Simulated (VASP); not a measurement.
The system is Te.

```xyz
3
Lattice="4.4540 0.0000 0.0000 -2.2270 3.8573 0.0000 0.0000 0.0000 5.9240" Properties=species:S:1:pos:R:3 pbc="T T T"
Te    1.1981    0.0000    1.9747
Te   -0.5991    1.0376    3.9493
Te    1.6279    2.8197    0.0000
```

| Quantity | Value |
| --- | --- |
| Program | VASP 6.6.1 |
| Task | relaxation of cell and atoms |
| Functional | PBEsol |
| Potentials or basis | VASP PAW PBE potentials, release 64 (Te) |
| Cutoff | 600 eV |
| k mesh | 6 × 6 × 4 |
| Occupations | methfessel-paxton, width 0.1 eV |
| Spin | no spin polarisation |

At the start: pressure -0.9 GPa; volume 33.93 Å³/atom.

**Question.** How do energy, volume and symmetry change on relaxing?

**Answer.** Over 7 steps the energy falls by 9.7 meV/atom and the volume is 32.17 Å³/atom (-5.2 %); space group P3_121 (No. 152, to 0.1 Å) before and after.

Step by step:
| step | energy change (eV) | largest force (eV/Å) | pressure (GPa) | volume (Å³) |
| --- | --- | --- | --- | --- |
| 1 | 0.0000 | 0.1173 | -0.85 | 101.78 |
| 2 | -0.0083 | 0.2188 | 0.29 | 99.14 |
| 3 | -0.0083 | 0.2176 | 0.28 | 99.17 |
| 4 | -0.0170 | 0.1645 | 0.24 | 98.37 |
| 5 | -0.0284 | 0.0259 | 0.32 | 95.98 |
| 6 | -0.0275 | 0.0333 | -0.52 | 97.43 |
| 7 | -0.0290 | 0.0035 | 0.00 | 96.52 |

Final structure:
```cif
data_structure
_symmetry_space_group_name_H-M 'P 1'
_symmetry_Int_Tables_number 1
_cell_length_a 4.3210
_cell_length_b 4.3210
_cell_length_c 5.9694
_cell_angle_alpha 90.000
_cell_angle_beta 90.000
_cell_angle_gamma 120.000
_cell_volume 96.52
loop_
_atom_site_label
_atom_site_type_symbol
_atom_site_fract_x
_atom_site_fract_y
_atom_site_fract_z
_atom_site_occupancy
Te1 Te 0.28234 0.00000 0.33333 1
Te2 Te 0.00000 0.28234 0.66667 1
Te3 Te 0.71766 0.71766 0.00000 1
```

Caveat: the PAW data sets were made with another functional, which shifts forces and pressure a little.
